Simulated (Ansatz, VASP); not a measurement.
## C: VASP beside Ansatz

```
CELL_PARAMETERS angstrom
0.00000 2.13602 4.23818
1.23330 0.00000 4.23818
1.23330 2.13602 0.00000
ATOMIC_POSITIONS crystal
C 0.16667 0.83333 0.16667
C 0.83333 0.16667 0.83333
```

Alike in both runs: functional PBE; k mesh 18 × 18 × 18; occupations gaussian, width 0.02 eV; no spin polarisation.

Ansatz relaxed the structure, and its values are those at the end. VASP's run is a single point on that final structure, the one shown.

|  | VASP | Ansatz |
| --- | --- | --- |
| version | VASP 6.6.1 | Ansatz 0.2.0 |
| potentials or method | VASP PAW PBE potentials, release 64 (C), cutoff 520 eV | scalar-relativistic, plane waves, PAW |
| valence electrons in the cell | 8 | 8 |

|  | VASP | Ansatz | Ansatz less VASP |
| --- | --- | --- | --- |
| gap on the k mesh at the Fermi level (eV) | 0.02 | 0.02 | 0.000 |
| least direct gap on the mesh (eV) | 0.03 | 0.03 | 0.000 |
| pressure (GPa) | 0.4 | 0.0 | -0.35 |

The functional is the same, so the differences come from potentials, cutoffs and numerics.
